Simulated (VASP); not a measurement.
**Te: single point with PBE**

Te:

```
CELL_PARAMETERS angstrom
4.42091 0.00795 -0.04238
-2.20357 3.87986 0.04237
-0.05637 0.03253 5.95873
ATOMIC_POSITIONS crystal
Te 0.28200 0.02174 0.19622
Te 0.04063 0.28007 0.82343
Te 0.69199 0.72020 0.49302
```

* Program: VASP 6.6.1
* Task: single point
* Functional: PBE
* Potentials or basis: VASP PAW PBE potentials, release 64 (Te)
* Cutoff: 520 eV
* k mesh: 6 × 6 × 4
* Occupations: gaussian, width 0.01 eV
* Spin: no spin polarisation
* Dipole correction: no
* Further INCAR settings: ALGO = Normal; EDIFF = 1e-06; NBANDS = 16

```json
{"Pressure": "1.3 GPa", "Largest force": "0.712 eV/Å", "Band gap on the k mesh": "zero (band 9 reaches 5.97 eV, above the bottom of band 10 at 5.76 eV)"}
```

Forces on the atoms (eV/Å):
```
Te   0.077 -0.033 -0.706
Te  -0.494  0.060  0.130
Te   0.417 -0.027  0.576
```

Stress tensor (GPa, compression positive):
```
 1.93 -0.71  0.42
-0.71  0.44 -1.00
 0.42 -1.00  1.62
```

Levels at points of the mesh, in eV from the Fermi level:
| k point | band 7 | band 8 | band 9 | band 10 | band 11 | band 12 |
| --- | --- | --- | --- | --- | --- | --- |
| (0.00, 0.00, 0.00) | -2.02 | -1.49 | -1.01 | 0.61 | 0.92 | 1.57 |
| (0.50, 0.00, 0.00) | -3.33 | -1.19 | -0.61 | 0.49 | 1.10 | 2.99 |
| (0.00, 0.50, 0.00) | -3.44 | -1.11 | -0.62 | 0.46 | 1.09 | 3.10 |
| (0.50, 0.50, 0.00) | -3.50 | -0.94 | -0.85 | 0.14 | 0.57 | 2.97 |
| (0.00, 0.00, 0.50) | -1.46 | -1.23 | -0.89 | -0.22 | 0.57 | 0.68 |
| (0.50, 0.00, 0.50) | -2.50 | -1.86 | -0.43 | 0.78 | 1.60 | 2.85 |
| (0.00, 0.50, 0.50) | -2.78 | -1.69 | -0.33 | 0.58 | 1.72 | 2.50 |
| (0.50, 0.50, 0.50) | -3.13 | -2.30 | -0.05 | 0.57 | 1.94 | 2.25 |

It took 36 s on 1 thread of Intel(R) Xeon(R) 6975P-C (Granite Rapids), on a shared host, peak memory 0.28 GiB.

Caveat: spin-orbit coupling is left out, which moves the levels of the heavy elements.
